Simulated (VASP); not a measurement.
Set up this calculation in VASP 6.6.1, as the native input.

```yaml
Task: single point
Functional: PBE
Potentials_or_basis: VASP PAW PBE potentials, release 64 (Si, Ni)
Cutoff: 520 eV
k_mesh: 11 × 8 × 1
Occupations: gaussian, width 0.1 eV
Spin: no spin polarisation
Dipole_correction: yes
Further_INCAR_settings: ALGO = Normal; EDIFF = 1e-06; NBANDS = 62
```

The structure of SiNi lies in POSCAR:

```
SiNi
1.0
    3.2583147222      0.0000000000      0.0000000000
    0.0000000000      4.7093899546      0.0000000000
    0.0000000000      0.0000000000     24.1658506980
Si Ni
7 7
Direct
    0.0000000000      0.8431827244      0.3103553065
    0.5000000000      0.1568172756      0.3735702043
    0.0000000000      0.8431827244      0.4367851022
    0.5000000000      0.1568172756      0.5000000000
    0.0000000000      0.8431827244      0.5632148978
    0.5000000000      0.1568172756      0.6264297957
    0.0000000000      0.8431827244      0.6896446935
    0.0000000000      0.3423059767      0.3103553065
    0.5000000000      0.6576940233      0.3735702043
    0.0000000000      0.3423059767      0.4367851022
    0.5000000000      0.6576940233      0.5000000000
    0.0000000000      0.3423059767      0.5632148978
    0.5000000000      0.6576940233      0.6264297957
    0.0000000000      0.3423059767      0.6896446935
```

The input as run:

INCAR

```
PREC = Accurate
ENCUT = 520
EDIFF = 1E-6
ISMEAR = 0
SIGMA = 0.1
LREAL = False
LASPH = True
NELM = 60
ALGO = Normal
ISIF = 2
LWAVE = False
LCHARG = False
LDIPOL = True
IDIPOL = 3
DIPOL = 0.5 0.5 0.500
GGA = PE
NBANDS = 62
```

KPOINTS

```
regular mesh
0
Gamma
  11 8 1
```

Potentials or basis: VASP PAW PBE potentials, release 64 (Si, Ni).

Run with:

```console
$ cat potpaw_PBE.64/Si/POTCAR potpaw_PBE.64/Ni/POTCAR > POTCAR
$ mpirun -np 1 vasp_std > vasp.out
```

It gave:

```yaml
Largest_force: 0.999 eV/Å
Band_gap_on_the_k_mesh: zero (bands 49 and 50 overlap by 2.02 eV)
```

Run time: 16 min on 1 thread of Intel(R) Xeon(R) Platinum 8488C (Sapphire Rapids), on a shared host, peak memory 0.7 GiB.
